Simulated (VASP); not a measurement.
# Al (Im-3m) in VASP: notebook

Runs on Al. Level: LDA. Tasks: single point.

Program: VASP 6.6.1. These are calculated values, not measurements. Logs are shortened: lines on timing, memory, paths and dates and some standing lists are left out, and cuts for length are marked.

## Step 1: The cell of the first run

The structure is cubic, space group Im-3m (No. 229). Conventional cell: a = 3.117 Å, b = 3.117 Å, c = 3.117 Å, α = 90.00°, β = 90.00°, γ = 90.00°. Al (site symmetry m-3m) has 14 Al at 2.70 to 3.12 Å within 3.6 Å.

## Step 2: Single point, LDA

Input file INCAR:

```
SYSTEM = Al
  PREC = Accurate
  ENCUT = 520
  EDIFF = 1E-7
  ISMEAR = -1
  SIGMA = 0.1
  LREAL = .FALSE.
  LASPH = .TRUE.
  NELM = 80
  ALGO = Normal
  ISIF = 2
  LWAVE = .FALSE.
  LCHARG = .FALSE.
  NBANDS = 8
```

Input file KPOINTS:

```
Automatic mesh
0
G
  13 13 13
  0 0 0
```

Input file POSCAR:

```
Al
1.0
   -1.5587360283      1.5587360283      1.5587360283
    1.5587360283     -1.5587360283      1.5587360283
    1.5587360283      1.5587360283     -1.5587360283
Al
1
Direct
    0.0000000000      0.0000000000      0.0000000000
```

Potentials or basis: VASP PAW LDA potentials, release 64 (Al).

On the command line:

```console
$ cat potpaw_LDA.64/Al/POTCAR > POTCAR
$ mpirun -np 1 vasp_std > vasp.out
```

OUTCAR:

```text
SYSTEM = Al
   PREC = Accurate
   ENCUT = 520
   EDIFF = 1E-7
   ISMEAR = -1
   LREAL = .FALSE.
   LASPH = .TRUE.
   NELM = 80
   ISIF = 2

 ion  position               nearest neighbor table
   1  0.000  0.000  0.000-

  LATTYP: Found a body centered cubic cell.
 ALAT       =     3.1174720566

  Lattice vectors:

 A1 = (  -1.5587360283,   1.5587360283,   1.5587360283)
 A2 = (   1.5587360283,  -1.5587360283,   1.5587360283)
 A3 = (   1.5587360283,   1.5587360283,  -1.5587360283)

Analysis of symmetry for initial positions (statically):
=====================================================================
 Subroutine PRICEL returns:
 Original cell was already a primitive cell.

 Routine SETGRP: Setting up the symmetry group for a
 body centered cubic supercell.

 Subroutine GETGRP returns: Found 48 space group operations
 (whereof 48 operations were pure point group operations)
 out of a pool of 48 trial point group operations.

The static configuration has the point symmetry O_h .

Analysis of symmetry for dynamics (positions and initial velocities):
=====================================================================
 Subroutine PRICEL returns:
 Original cell was already a primitive cell.

 Routine SETGRP: Setting up the symmetry group for a
 body centered cubic supercell.

 Subroutine GETGRP returns: Found 48 space group operations
 (whereof 48 operations were pure point group operations)
 out of a pool of 48 trial point group operations.

The dynamic configuration has the point symmetry O_h .

 Subroutine INISYM returns: Found 48 space group operations
 (whereof 48 operations are pure point group operations),
 and found     1 'primitive' translations

----------------------------------------------------------------------------------------

                                     Primitive cell

  volume of cell :      15.1488

  direct lattice vectors                    reciprocal lattice vectors
    -1.558736028  1.558736028  1.558736028     0.000000000  0.320772723  0.320772723
     1.558736028 -1.558736028  1.558736028     0.320772723  0.000000000  0.320772723
     1.558736028  1.558736028 -1.558736028     0.320772723  0.320772723  0.000000000

  length of vectors
     2.699809997  2.699809997  2.699809997     0.453641135  0.453641135  0.453641135

  position of ions in fractional coordinates (direct lattice)
     0.000000000  0.000000000  0.000000000

  ion indices of the primitive-cell ions
[... 74 lines left out ...]
   EDIFF  = 0.1E-06   stopping-criterion for ELM
   LREAL  =      F    real-space projection
   EDIFFG = 0.1E-05   stopping-criterion for IOM
   NSW    =      0    number of steps for IOM
   IBRION =     -1    ionic relax: 0-MD 1-quasi-New 2-CG
   NFREE  =      0    steps in history (QN), initial steepest desc. (CG)
   ISIF   =      2    stress and relaxation
   ISYM   =      2    0-nonsym 1-usesym 2-fastsym
   POTIM  = 0.5000    time-step for ionic-motion
   TEBEG  =    0.0;   TEEND  =   0.0 temperature during run
   PSTRESS=    0.0 pullay stress
   NELECT =       3.0000    total number of electrons
   NUPDOWN=      -1.0000    fix difference up-down
   EMIN   =  10.00;   EMAX   =-10.00  energy-range for DOS
   EFERMI =   0.00;   METHOD = LEGACY
   ISMEAR =    -1;   SIGMA  =   0.10  broadening in eV -4-tet -1-fermi 0-gaus
   EFERMI_NEDOS =   21; number of points for ismear=-14 and -15
   IALGO  =     38    algorithm
   IMIX   =      4    mixing-type and parameters
     AMIX     =   0.40;   BMIX     =  1.00
     AMIX_MAG =   1.60;   BMIX_MAG =  1.00
  volume/ion in A,a.u.               =      15.15       102.23
  Fermi-wavevector in a.u.,A,eV,Ry     =   0.954236  1.803245 12.389019  0.910567
  Thomas-Fermi vector in A             =   2.082965
   LORBIT       =      0    0 simple, 1 ext, 2 COOP (PROOUT), +10 PAW based schemes
   GGA     = CA    functional components
   LHFCALC =     F    Hartree Fock is set to
   AEXX    =    0.0000 exact exchange contribution
   IVDW    =     0    specifies the selected vdW correction
   LEPSILON=     F    determine dielectric tensor
   LRPA    =     F    only Hartree local field effects (RPA)
 non-spin polarized calculation
  energy-cutoff  :      520.00
  volume of cell :       15.15
 maximum number of plane-waves:       420
   NGX =  9   NGY =  9   NGZ =  9

 number of electron       3.0000000 magnetization

 Free energy of the ion-electron system (eV)
  ---------------------------------------------------
  ext. energy  EPLUGINS =         0.00000000
  ---------------------------------------------------
  free energy    TOTEN  =        -4.08200210 eV

  energy without entropy =       -4.07034149  energy(sigma->0) =       -4.07617179

 E-fermi :   8.7371     XC(G=0): -10.6679

 val. band max:        8.6262345423   @ k =  -0.3846  -0.3846   0.0769
 cond. band min:       8.7677231655   @ k =  -0.3846   0.3846   0.1538
 fundamental gap:      0.1414886231
 Fermi energy:         8.7371350073

 k-point     1 :       0.0000    0.0000    0.0000
  band No.  band energies     occupation
      1      -2.9896      2.00000
      2      22.4230      0.00000
      3      22.4230      0.00000
      4      22.4230      0.00000
      5      24.4266      0.00000
      6      24.4266      0.00000
      7      24.4266      0.00000
      8      25.6664      0.00000
[... 243 lines left out ...]
 k-point    24 :       0.2308    0.0769    0.0769
  band No.  band energies     occupation
      1       0.2076      2.00000
      2      11.2335      0.00000
      3      15.1316      0.00000
      4      15.9407      0.00000
      5      23.8308      0.00000
      6      24.3766      0.00000
      7      28.0865      0.00000
      8      28.3936      0.00000

 [... further k-points ...]

------------------------ aborting loop because EDIFF is reached ----------------------------------------

  FORCE on cell =-STRESS in cart. coord.  units (eV):
  Direction    XX          YY          ZZ          XY          YZ          ZX
  --------------------------------------------------------------------------------------
  -------------------------------------------------------------------------------------
  Total        0.5457296      0.5457296      0.5457296      0.0000000      0.0000000     -0.0000000
  in kB       57.7178764     57.7178764     57.7178764      0.0000000      0.0000000     -0.0000000
  external PRESSURE =      57.7178764 kB  Pullay stress =       0.0000000 kB

 VOLUME and BASIS-vectors are now :
 -----------------------------------------------------------------------------
  energy-cutoff  :      520.00
  volume of cell :       15.15
      direct lattice vectors                 reciprocal lattice vectors
    -1.558736028  1.558736028  1.558736028     0.000000000  0.320772723  0.320772723
     1.558736028 -1.558736028  1.558736028     0.320772723  0.000000000  0.320772723
     1.558736028  1.558736028 -1.558736028     0.320772723  0.320772723  0.000000000

 POSITION                                       TOTAL-FORCE (eV/Angst)
 -----------------------------------------------------------------------------------
      0.00000      0.00000      0.00000         0.000000     -0.000000      0.000000
 -----------------------------------------------------------------------------------
    total drift:                                0.000000      0.000000      0.000000

  FREE ENERGIE OF THE ION-ELECTRON SYSTEM (eV)
  ---------------------------------------------------
  free  energy   TOTEN  =        -4.0820021004 eV

  energy  without entropy=       -4.0703414891  energy(sigma->0) =       -4.07617179
```

Run time: 3 s. Hardware: 1 thread of Intel Xeon 6975P-C (Granite Rapids), shared host; peak memory 0.11 GiB.

What came out:

* Free energy: -4.0820 eV
* Pressure: 5.8 GPa

Levels at points of the mesh, in eV from the Fermi level:
```
           k point  band 1  band 2  band 3  band 4  band 5
(0.00, 0.00, 0.00)  -11.73   13.69   13.69   13.69   15.69
```

## Step 3: Single point, LDA

This run uses another cell than the first one, of 15.79 Å³/atom, 1.043 times its volume.

Input file INCAR:

```
PREC = Accurate
ENCUT = 520
EDIFF = 1E-6
ISMEAR = -1
SIGMA = 0.1
LREAL = False
LASPH = True
NELM = 80
ALGO = Normal
ISIF = 2
LWAVE = False
LCHARG = True
GGA = CA
LELF = True
LVHAR = True
NBANDS = 8
```

Input file KPOINTS:

```
Automatic mesh
0
Gamma
  13 13 13
```

Input file POSCAR:

```
Al
1.0
   -1.5805393561      1.5805393561      1.5805393561
    1.5805393561     -1.5805393561      1.5805393561
    1.5805393561      1.5805393561     -1.5805393561
Al
1
Direct
    0.0000000000      0.0000000000      0.0000000000
```

Potentials or basis: VASP PAW LDA potentials, release 64 (Al).

On the command line:

```console
$ cat potpaw_LDA.64/Al/POTCAR > POTCAR
$ mpirun -np 1 vasp_std > vasp.out
```

OUTCAR:

```text
PREC = Accurate
   ENCUT = 520
   EDIFF = 1E-6
   ISMEAR = -1
   LREAL = False
   LASPH = True
   NELM = 80
   ISIF = 2
   GGA = CA

 ion  position               nearest neighbor table
   1  0.000  0.000  0.000-

  LATTYP: Found a body centered cubic cell.
 ALAT       =     3.1610787122

  Lattice vectors:

 A1 = (  -1.5805393561,   1.5805393561,   1.5805393561)
 A2 = (   1.5805393561,  -1.5805393561,   1.5805393561)
 A3 = (   1.5805393561,   1.5805393561,  -1.5805393561)

Analysis of symmetry for initial positions (statically):
=====================================================================
 Subroutine PRICEL returns:
 Original cell was already a primitive cell.

 Routine SETGRP: Setting up the symmetry group for a
 body centered cubic supercell.

 Subroutine GETGRP returns: Found 48 space group operations
 (whereof 48 operations were pure point group operations)
 out of a pool of 48 trial point group operations.

The static configuration has the point symmetry O_h .
[... 157 lines left out ...]

 E-fermi :   8.2755     XC(G=0): -10.5108

 val. band max:        8.1464811171   @ k =   0.3077   0.1538   0.0000
 cond. band min:       8.3078994516   @ k =  -0.3846   0.3846   0.1538
 fundamental gap:      0.1614183345
 Fermi energy:         8.2755194885

 k-point     1 :       0.0000    0.0000    0.0000
  band No.  band energies     occupation
      1      -3.1472      2.00000
      2      21.7114      0.00000
      3      21.7114      0.00000
      4      21.7114      0.00000
      5      23.3281      0.00000
      6      23.3281      0.00000
      7      23.3281      0.00000
      8      24.8793      0.00000
[... 243 lines left out ...]
 k-point    24 :       0.2308    0.0769    0.0769
  band No.  band energies     occupation
      1      -0.0339      2.00000
      2      10.7211      0.00000
      3      14.5751      0.00000
      4      15.1900      0.00000
      5      22.9875      0.00000
      6      23.4869      0.00000
      7      27.1209      0.00000
      8      27.4234      0.00000

 [... further k-points ...]

------------------------ aborting loop because EDIFF is reached ----------------------------------------

  FORCE on cell =-STRESS in cart. coord.  units (eV):
  Direction    XX          YY          ZZ          XY          YZ          ZX
  --------------------------------------------------------------------------------------
  -------------------------------------------------------------------------------------
  Total        0.1859131      0.1859131      0.1859131     -0.0000000      0.0000000     -0.0000000
  in kB       18.8601276     18.8601276     18.8601276     -0.0000000      0.0000000     -0.0000000
  external PRESSURE =      18.8601276 kB  Pullay stress =       0.0000000 kB

 VOLUME and BASIS-vectors are now :
 -----------------------------------------------------------------------------
  energy-cutoff  :      520.00
  volume of cell :       15.79
      direct lattice vectors                 reciprocal lattice vectors
    -1.580539356  1.580539356  1.580539356     0.000000000  0.316347706  0.316347706
     1.580539356 -1.580539356  1.580539356     0.316347706  0.000000000  0.316347706
     1.580539356  1.580539356 -1.580539356     0.316347706  0.316347706  0.000000000

 POSITION                                       TOTAL-FORCE (eV/Angst)
 -----------------------------------------------------------------------------------
      0.00000      0.00000      0.00000         0.000000      0.000000      0.000000
 -----------------------------------------------------------------------------------
    total drift:                                0.000000      0.000000     -0.000000

  FREE ENERGIE OF THE ION-ELECTRON SYSTEM (eV)
  ---------------------------------------------------
  free  energy   TOTEN  =        -4.0971510671 eV

  energy  without entropy=       -4.0847376628  energy(sigma->0) =       -4.09094436
```

Run time: 3 s. Hardware: 1 thread of Intel Xeon 6975P-C (Granite Rapids), shared host; peak memory 0.11 GiB.

Results:

* Free energy: -4.0972 eV
* Pressure: 1.9 GPa

Levels at points of the mesh, in eV from the Fermi level:
| k point | band 1 | band 2 | band 3 | band 4 | band 5 | band 6 |
| --- | --- | --- | --- | --- | --- | --- |
| (0.00, 0.00, 0.00) | -11.42 | 13.44 | 13.44 | 13.44 | 15.05 | 15.05 |
